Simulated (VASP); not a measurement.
NiO2, 3 atoms in the cell. The structure is trigonal, space group P-3m1 (No. 164). Conventional cell: a = 2.814 Å, b = 2.814 Å, c = 4.432 Å, α = 90.00°, β = 90.00°, γ = 120.00°. Ni (site symmetry -3m) has 6 O at 1.88 Å within 2.5 Å. O (site symmetry 3m) has 3 Ni at 1.88 Å and 3 O at 2.49 Å within 2.5 Å. 

| Quantity | Value |
| --- | --- |
| Program | VASP 6.6.1 |
| Task | relaxation of cell and atoms |
| Functional | LDA |
| Potentials or basis | VASP PAW LDA potentials, release 64 (Ni_sv_GW, O) |
| Cutoff | 600 eV |
| k mesh | 12 × 12 × 6 |
| Occupations | gaussian, width 0.02 eV |
| Spin | no spin polarisation |
| Dipole correction | no |
| Further INCAR settings | ALGO = Normal; EDIFF = 1e-07; IBRION = 2; EDIFFG = -0.005; NSW = 70; ISIF = 3 |

Potentials or basis: VASP PAW LDA potentials, release 64 (Ni_sv_GW, O).

Launch:

```sh
$ cat potpaw_LDA.64/Ni_sv_GW/POTCAR potpaw_LDA.64/O/POTCAR > POTCAR
$ mpirun -np 1 vasp_std > vasp.out
```

Hardware: 1 thread of Intel(R) Xeon(R) Platinum 8259CL CPU @ 2.50GHz (Skylake/Cascade Lake) (shared host).

**Question.** How long does it take, and how much memory?

**Answer.** Run time: 9.1 min on 1 thread of Intel(R) Xeon(R) Platinum 8259CL CPU @ 2.50GHz (Skylake/Cascade Lake), with other jobs on the host, peak memory 0.22 GiB. Counts: scf iterations 151, k points 100, ion steps 16.
